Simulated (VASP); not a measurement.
Set up this calculation in VASP 6.6.1, as the native input.

| Quantity | Value |
| --- | --- |
| Task | single point |
| Functional | PBEsol |
| Potentials or basis | VASP PAW PBE potentials, release 64 (Sn_d, O) |
| Cutoff | 520 eV |
| k mesh | 5 × 3 × 4 |
| Occupations | gaussian, width 0.01 eV |
| Spin | no spin polarisation |
| Dipole correction | no |
| Further INCAR settings | ALGO = Normal; EDIFF = 1e-06; NBANDS = 28 |

The structure of SnO lies in POSCAR:

```
SnO
1.0
    3.3550050000      0.0000000000      0.0000000000
    0.0000000000      5.6741040000      0.0000000000
    0.0000000000      0.0000000000      4.2219700000
Sn O
2 2
Direct
    0.0000000000      0.2319090000      0.5131440000
    0.5000000000      0.7680910000      0.0131440000
    0.0000000000      0.8912500000      0.7368570000
    0.5000000000      0.1087500000      0.2368570000
```

One way to write it, as run:

INCAR

```
SYSTEM = SnO
PREC = Accurate
ENCUT = 520
EDIFF = 1E-6
ISMEAR = 0
SIGMA = 0.01
LREAL = .FALSE.
LASPH = .TRUE.
NELM = 60
ALGO = Normal
ISIF = 2
LWAVE = .FALSE.
LCHARG = .FALSE.
GGA = PS
NBANDS = 28
```

KPOINTS

```
regular mesh
0
G
  5 3 4
  0 0 0
```

Potentials or basis: VASP PAW PBE potentials, release 64 (Sn_d, O).

Launch:

```sh
$ cat potpaw_PBE.64/Sn_d/POTCAR potpaw_PBE.64/O/POTCAR > POTCAR
$ mpirun -np 1 vasp_std > vasp.out
```

It gave:

```
Pressure               : -2.8 GPa
Largest force          : 0.352 eV/Å
Band gap on the k mesh : 1.54 eV, indirect (least direct gap 2.13 eV)
```

Caveat: the PAW data sets were made with another functional, which shifts forces and pressure a little; spin-orbit coupling is left out, which moves the levels of the heavy elements.

It took 55 s on 1 thread of Intel Xeon 8259CL, on a shared host, peak memory 0.2 GiB.
